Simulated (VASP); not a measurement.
# Si3GeO8 (P-4m2) in VASP: single point with PBE

Aim: the single point of Si3GeO8 with PBE.

Program: VASP 6.6.1. These are calculated values, not measurements. Logs are shortened: lines on timing, memory, paths and dates and some standing lists are left out, and cuts for length are marked.

### 1 The cell of the first run

The structure is tetragonal, space group P-4m2 (No. 115). The conventional cell has a = 5.361 Å, b = 5.361 Å, c = 7.618 Å, α = 90.00°, β = 90.00°, γ = 90.00°. Si (site symmetry -4m2) has 4 O at 1.62 Å within 2.2 Å. Si (site symmetry 2mm) has 4 O at 1.61 to 1.62 Å within 2.1 Å. Within 2.3 Å of Ge (site symmetry -4m2) lie 4 O at 1.72 Å. O (site symmetry m) has 2 Si at 1.62 Å within 2.2 Å. O (site symmetry m) has 1 Si at 1.61 Å and 1 Ge at 1.72 Å within 2.1 Å.

### 2 Single point, PBE

INCAR reads:

```
SYSTEM = Si3GeO8
PREC = Accurate
ENCUT = 1340
EDIFF = 1E-6
ISMEAR = 0
SIGMA = 0.1
LREAL = .False.
LASPH = .True.
NELM = 120
ALGO = Normal
ISIF = 2
LWAVE = .False.
LCHARG = .False.
GGA = PE
NBANDS = 49
GGA_COMPAT = .False.
```

KPOINTS reads:

```
regular mesh
0
Gamma
  4 4 2
  0 0 0
```

POSCAR reads:

```
Si3GeO8
1.0
    5.3609461000      0.0000000000      0.0000000000
    0.0000000000      5.3609461000      0.0000000000
    0.0000000000      0.0000000000      7.6175512000
Si Ge O
3 1 8
Direct
    0.0000000000      0.0000000000      0.0000000000
    0.5000000000      0.0000000000      0.2395310000
    0.0000000000      0.5000000000      0.7604690000
    0.5000000000      0.5000000000      0.5000000000
    0.7494640000      0.0000000000      0.1192170000
    0.2432520000      0.5000000000      0.6363600000
    0.5000000000      0.2432520000      0.3636400000
    0.0000000000      0.7494640000      0.8807830000
    0.5000000000      0.7567480000      0.3636400000
    0.0000000000      0.2505360000      0.8807830000
    0.2505360000      0.0000000000      0.1192170000
    0.7567480000      0.5000000000      0.6363600000
```

Potentials or basis: VASP PAW PBE potentials, release 64 (Si, Ge_d, O_h).

The run is started by

```console
> cat potpaw_PBE.64/Si/POTCAR potpaw_PBE.64/Ge_d/POTCAR potpaw_PBE.64/O_h/POTCAR > POTCAR
> mpirun -np 1 vasp_std > vasp.out
```

OUTCAR:

```text
SYSTEM = Si3GeO8
   PREC = Accurate
   ENCUT = 1340
   EDIFF = 1E-6
   ISMEAR = 0
   LREAL = .False.
   LASPH = .True.
   NELM = 120
   ISIF = 2
   GGA = PE

 ion  position               nearest neighbor table
   1  0.000  0.000  0.000-   5 1.62   8 1.62  10 1.62  11 1.62
   2  0.500  0.000  0.240-   7 1.61   9 1.61   5 1.62  11 1.62
   3  0.000  0.500  0.760-   6 1.61  12 1.61  10 1.62   8 1.62
   4  0.500  0.500  0.500-   6 1.72   7 1.72   9 1.72  12 1.72
   5  0.749  0.000  0.119-   2 1.62   1 1.62
   6  0.243  0.500  0.636-   3 1.61   4 1.72
   7  0.500  0.243  0.364-   2 1.61   4 1.72
   8  0.000  0.749  0.881-   3 1.62   1 1.62
   9  0.500  0.757  0.364-   2 1.61   4 1.72
  10  0.000  0.251  0.881-   3 1.62   1 1.62
  11  0.251  0.000  0.119-   2 1.62   1 1.62
  12  0.757  0.500  0.636-   3 1.61   4 1.72

  LATTYP: Found a simple tetragonal cell.
 ALAT       =     5.3609461000
 C/A-ratio  =     1.4209341146

  Lattice vectors:

 A1 = (   5.3609461000,   0.0000000000,   0.0000000000)
 A2 = (   0.0000000000,   5.3609461000,   0.0000000000)
 A3 = (   0.0000000000,   0.0000000000,   7.6175512000)

Analysis of symmetry for initial positions (statically):
=====================================================================
 Subroutine PRICEL returns:
 Original cell was already a primitive cell.

 Routine SETGRP: Setting up the symmetry group for a
 simple tetragonal supercell.

 Subroutine GETGRP returns: Found  8 space group operations
 (whereof  8 operations were pure point group operations)
 out of a pool of 16 trial point group operations.

The static configuration has the point symmetry D_2d.

Analysis of symmetry for dynamics (positions and initial velocities):
=====================================================================
 Subroutine PRICEL returns:
 Original cell was already a primitive cell.

 Routine SETGRP: Setting up the symmetry group for a
 simple tetragonal supercell.

 Subroutine GETGRP returns: Found  8 space group operations
 (whereof  8 operations were pure point group operations)
 out of a pool of 16 trial point group operations.

The dynamic configuration has the point symmetry D_2d.

 Subroutine INISYM returns: Found  8 space group operations
 (whereof  8 operations are pure point group operations),
 and found     1 'primitive' translations

[... 112 lines left out ...]
   NELECT =      74.0000    total number of electrons
   NUPDOWN=      -1.0000    fix difference up-down
   EMIN   =  10.00;   EMAX   =-10.00  energy-range for DOS
   EFERMI =   0.00;   METHOD = LEGACY
   ISMEAR =     0;   SIGMA  =   0.10  broadening in eV -4-tet -1-fermi 0-gaus
   EFERMI_NEDOS =   21; number of points for ismear=-14 and -15
   IALGO  =     38    algorithm
   IMIX   =      4    mixing-type and parameters
     AMIX     =   0.40;   BMIX     =  1.00
     AMIX_MAG =   1.60;   BMIX_MAG =  1.00
  volume/ion in A,a.u.               =      18.24       123.12
  Fermi-wavevector in a.u.,A,eV,Ry     =   1.140388  2.155021 17.694171  1.300485
  Thomas-Fermi vector in A             =   2.277090
   LORBIT       =      0    0 simple, 1 ext, 2 COOP (PROOUT), +10 PAW based schemes
   GGA     = PE    functional components
   LHFCALC =     F    Hartree Fock is set to
   AEXX    =    0.0000 exact exchange contribution
   IVDW    =     0    specifies the selected vdW correction
   LEPSILON=     F    determine dielectric tensor
   LRPA    =     F    only Hartree local field effects (RPA)
 non-spin polarized calculation
 Gauss-broadening in eV      SIGMA  =   0.10
  energy-cutoff  :     1340.00
  volume of cell :      218.93
 maximum number of plane-waves:     24460
   NGX = 33   NGY = 33   NGZ = 45

 number of electron      73.9999998 magnetization

 Free energy of the ion-electron system (eV)
  ---------------------------------------------------
  ext. energy  EPLUGINS =         0.00000000
  ---------------------------------------------------
  free energy    TOTEN  =       -90.07300172 eV

  energy without entropy =      -90.07300172  energy(sigma->0) =      -90.07300172

 E-fermi :  -0.4974     XC(G=0):  -7.3425

 val. band max:       -1.0022404359   @ k =   0.5000   0.0000   0.5000
 cond. band min:       3.6098623901   @ k =   0.0000   0.0000   0.0000
 fundamental gap:      4.6121028260
 Fermi energy:        -0.4974378463

 k-point     1 :       0.0000    0.0000    0.0000
  band No.  band energies     occupation
      1     -24.6103      2.00000
      2     -24.6103      2.00000
      3     -24.6026      2.00000
      4     -24.3226      2.00000
      5     -24.2969      2.00000
      6     -20.1890      2.00000
[... 613 lines left out ...]
     48      10.0571      0.00000
     49      10.0854      0.00000

------------------------ aborting loop because EDIFF is reached ----------------------------------------

  FORCE on cell =-STRESS in cart. coord.  units (eV):
  Direction    XX          YY          ZZ          XY          YZ          ZX
  --------------------------------------------------------------------------------------
  -------------------------------------------------------------------------------------
  Total       -0.4555405     -0.4555405     -0.4711534      0.0000000      0.0000000      0.0000000
  in kB       -3.3337986     -3.3337986     -3.4480585      0.0000000      0.0000000      0.0000000
  external PRESSURE =      -3.3718852 kB  Pullay stress =       0.0000000 kB

 VOLUME and BASIS-vectors are now :
 -----------------------------------------------------------------------------
  energy-cutoff  :     1340.00
  volume of cell :      218.93
      direct lattice vectors                 reciprocal lattice vectors
     5.360946100  0.000000000  0.000000000     0.186534239  0.000000000  0.000000000
     0.000000000  5.360946100  0.000000000     0.000000000  0.186534239  0.000000000
     0.000000000  0.000000000  7.617551200     0.000000000  0.000000000  0.131275783

 POSITION                                       TOTAL-FORCE (eV/Angst)
 -----------------------------------------------------------------------------------
      0.00000      0.00000      0.00000         0.000000      0.000000      0.000000
      2.68047      0.00000      1.82464        -0.000000      0.000000     -0.004363
      0.00000      2.68047      5.79291         0.000000      0.000000      0.004363
      2.68047      2.68047      3.80878         0.000000      0.000000      0.000000
      4.01784      0.00000      0.90814        -0.000075      0.000000      0.001971
      1.30406      2.68047      4.84750         0.076590      0.000000     -0.058004
      2.68047      1.30406      2.77005        -0.000000      0.076590      0.058004
      0.00000      4.01784      6.70941         0.000000     -0.000075     -0.001971
      2.68047      4.05689      2.77005         0.000000     -0.076590      0.058004
      0.00000      1.34311      6.70941         0.000000      0.000075     -0.001971
      1.34311      0.00000      0.90814         0.000075      0.000000      0.001971
      4.05689      2.68047      4.84750        -0.076590      0.000000     -0.058004
 -----------------------------------------------------------------------------------
    total drift:                                0.000000     -0.000000      0.000000

  FREE ENERGIE OF THE ION-ELECTRON SYSTEM (eV)
  ---------------------------------------------------
  free  energy   TOTEN  =       -90.0730017216 eV

  energy  without entropy=      -90.0730017216  energy(sigma->0) =      -90.07300172
```

stdout:

```text
POSCAR found type information on POSCAR SiGeO
 POSCAR found :  3 types and      12 ions
 scaLAPACK will be used
 LDA part: xc-table for (Slater+PW92), standard interpolation
 POSCAR, INCAR and KPOINTS ok, starting setup
 FFT: planning ... GRIDC
 FFT: planning ... GRID_SOFT
 FFT: planning ... GRID
 WAVECAR not read
 entering main loop
```

Run time: 11 min. Hardware: 1 thread of Intel Xeon Platinum 8259CL at 2.50GHz (Skylake/Cascade Lake), shared host; peak memory 1 GiB.

What came out:

| Item | Value |
| --- | --- |
| Free energy | -90.0730 eV |
| Pressure | -0.3 GPa |
| Largest force | 0.096 eV/Å |
| Band gap on the k mesh | 4.61 eV (least direct gap 4.63 eV) |

Forces on the atoms (eV/Å):
```
Si   0.000  0.000  0.000
Si   0.000  0.000 -0.004
Si   0.000  0.000  0.004
Ge   0.000  0.000  0.000
O    0.000  0.000  0.002
O    0.077  0.000 -0.058
O    0.000  0.077  0.058
O    0.000  0.000 -0.002
O    0.000 -0.077  0.058
O    0.000  0.000 -0.002
O    0.000  0.000  0.002
O   -0.077  0.000 -0.058
```

Levels at points of the mesh, in eV from the valence-band top:
| k point | band 35 | band 36 | band 37 | band 38 | band 39 | band 40 |
| --- | --- | --- | --- | --- | --- | --- |
| (0.00, 0.00, 0.00) | -0.02 | -0.02 | -0.02 | 4.61 | 6.86 | 7.92 |
| (0.50, 0.00, 0.00) | -0.62 | -0.20 | -0.19 | 5.79 | 6.99 | 7.94 |
| (0.50, 0.50, 0.00) | -0.56 | -0.56 | -0.43 | 6.48 | 7.85 | 7.85 |
| (0.00, 0.00, 0.50) | -0.28 | -0.26 | -0.26 | 5.21 | 6.27 | 7.54 |
| (0.50, 0.00, 0.50) | -0.71 | -0.04 | 0.00 | 5.67 | 7.15 | 7.88 |
| (0.50, 0.50, 0.50) | -0.72 | -0.72 | -0.55 | 6.59 | 8.28 | 8.28 |
